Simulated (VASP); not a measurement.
Set up this calculation in VASP 6.6.1, as the native input.

```
Task                   : relaxation of shape and atoms at fixed volume
Functional             : PBE
Potentials or basis    : VASP PAW PBE potentials, release 64 (Zn, O)
Cutoff                 : 600 eV
k mesh                 : 9 × 9 × 6
Occupations            : gaussian, width 0.02 eV
Spin                   : no spin polarisation
Dipole correction      : no
Further INCAR settings : ALGO = Normal; EDIFF = 1e-07; IBRION = 2; EDIFFG = -0.01; NSW = 50; ISIF = 4
```

The structure of ZnO lies in POSCAR:

```
ZnO
1.0
    3.3121191682      0.0000000000      0.0000000000
   -1.6560595841      2.8683793400      0.0000000000
    0.0000000000      0.0000000000      5.3455644027
Zn O
2 2
Direct
    0.3333333333      0.6666666667      0.8104565264
    0.6666666667      0.3333333333      0.3104565264
    0.6666666667      0.3333333333      0.6895524379
    0.3333333333      0.6666666667      0.1895524379
```

These files were run (other wordings do the same):

INCAR

```
SYSTEM = ZnO
PREC = Accurate ; ENCUT = 600
EDIFF = 1E-7 ; ISMEAR = 0
SIGMA = 0.02 ; LREAL = .FALSE.
LASPH = .TRUE. ; NELM = 80
ALGO = Normal ; ISIF = 4
LWAVE = .FALSE. ; LCHARG = .FALSE.
GGA = PE ; IBRION = 2
NSW = 50 ; EDIFFG = -0.01
```

KPOINTS

```
regular mesh
0
G
  9 9 6
  0 0 0
```

Potentials or basis: VASP PAW PBE potentials, release 64 (Zn, O).

Launch:

```console
$ cat potpaw_PBE.64/Zn/POTCAR potpaw_PBE.64/O/POTCAR > POTCAR
$ mpirun -np 1 vasp_std > vasp.out
```

Results of the run:

```json
{
 "Pressure after relaxing": "-3.0 GPa",
 "Band gap on the k mesh": "0.68 eV"
}
```

Caveat: the relaxation stopped at its first step, so nothing moved.

Run time: 43 s on 1 thread of Intel(R) Xeon(R) Platinum 8488C (Sapphire Rapids), on a shared host, peak memory 0.22 GiB.
